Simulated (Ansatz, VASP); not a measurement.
## NaI in VASP and in Ansatz

The input INCAR:

```
SYSTEM = NaI
PREC     = Accurate       ! precision mode
ENCUT    = 520            ! plane-wave cutoff, eV
EDIFF    = 1E-6           ! SCF threshold, eV
ISMEAR   = 0              ! smearing method
SIGMA    = 0.01           ! smearing width, eV
LREAL    = .False.        ! projectors in reciprocal space
LASPH    = .True.         ! aspherical terms in the spheres
NELM     = 100            ! most SCF steps
ALGO     = Normal         ! electronic algorithm
ISIF     = 2              ! what is computed and relaxed
LWAVE    = .False.        ! write WAVECAR
LCHARG   = .False.        ! write CHGCAR
GGA      = PS             ! functional
NBANDS   = 14             ! bands
```

KPOINTS

```
regular mesh
0
Gamma
  8 8 8
  0 0 0
```

Contents of POSCAR:

```
NaI
1.0
    0.0000000000      3.2364000000      3.2364000000
    3.2364000000      0.0000000000      3.2364000000
    3.2364000000      3.2364000000      0.0000000000
I Na
1 1
Direct
    0.5000000000      0.5000000000      0.5000000000
    0.0000000000      0.0000000000      0.0000000000
```

Contents of input.yaml:

```yaml
crystal:
  lattice:
    - [0.0, 3.2364, 3.2364]
    - [3.2364, 0.0, 3.2364]
    - [3.2364, 3.2364, 0.0]
  atoms:
    - { symbol: I, position: [0.5, 0.5, 0.5] }
    - { symbol: Na, position: [0.0, 0.0, 0.0] }
kpoints:
  mp_grid: { grid: [8, 8, 8] }
  band_path:
    path:
      - [0.0, 0.0, 0.0]
      - [0.5, 0.0, 0.5]
      - [0.625, 0.25, 0.625]
      - [0.375, 0.375, 0.75]
      - [0.5, 0.5, 0.5]
      - [0.5, 0.25, 0.75]
    npoints: 1
hamiltonian:
  xc: pbesol
scf:
  occupations: { method: fixed }
  n_extra_bands: 4
output:
  forces: true
  stress: true
  eigenvalues: true
  write_density: true
  write_potential: true
  elf: true
  volumetric_format: npy
```

Alike in both runs: functional PBEsol; k mesh 8 × 8 × 8; no spin polarisation.

|  | VASP | Ansatz |
| --- | --- | --- |
| version | VASP 6.6.1 | Ansatz 0.2.0 |
| potentials or method | VASP PAW PBE potentials, release 64 (I, Na_pv) | Ansatz PAW |
| plane-wave cutoff (eV) | 520 | 420 |
| occupations | gaussian, width 0.01 eV | fixed |
| valence electrons in the cell | 14 | 26 |
| task | single point | band structure |

```csv
,VASP,Ansatz,Ansatz less VASP
gap on the k mesh at the Fermi level (eV),3.51,3.51,+0.004
least direct gap on the mesh (eV),3.51,3.51,+0.004
pressure (GPa),-0.5,-0.5,-0.04
```

VASP's potentials were made for PBE, not for PBEsol. VASP's potentials hold 14 valence electrons a cell and Ansatz's 26, so a difference there can come from the potentials and not from the codes.

Spin-orbit coupling is off throughout.
